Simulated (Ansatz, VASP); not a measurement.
**AlN: VASP beside Ansatz**

```xyz
2
Lattice="0.0000 2.0950 2.0950 2.0950 0.0000 2.0950 2.0950 2.0950 0.0000" Properties=species:S:1:pos:R:3 pbc="T T T"
Al    2.0950    2.0950    2.0950
N     0.0000    0.0000    0.0000
```

Alike in both runs: task single point; functional PBEsol; k mesh 10 × 10 × 10; occupations gaussian, width 0.02 eV; no spin polarisation.

```csv
,VASP,Ansatz
version,VASP 6.6.1,Ansatz 0.2.0
potentials or method,"VASP PAW PBE potentials, release 64 (Al, N), cutoff 600 eV","scalar-relativistic, plane waves, PAW"
valence electrons in the cell,8,8
```

|  | VASP | Ansatz | Ansatz less VASP |
| --- | --- | --- | --- |
| gap on the k mesh at the Fermi level (eV) | 3.58 | 3.59 | +0.003 |
| least direct gap on the mesh (eV) | 4.22 | 4.20 | -0.015 |
| pressure (GPa) | -22.7 | -22.4 | +0.26 |

VASP's potentials were made for PBE, not for PBEsol.
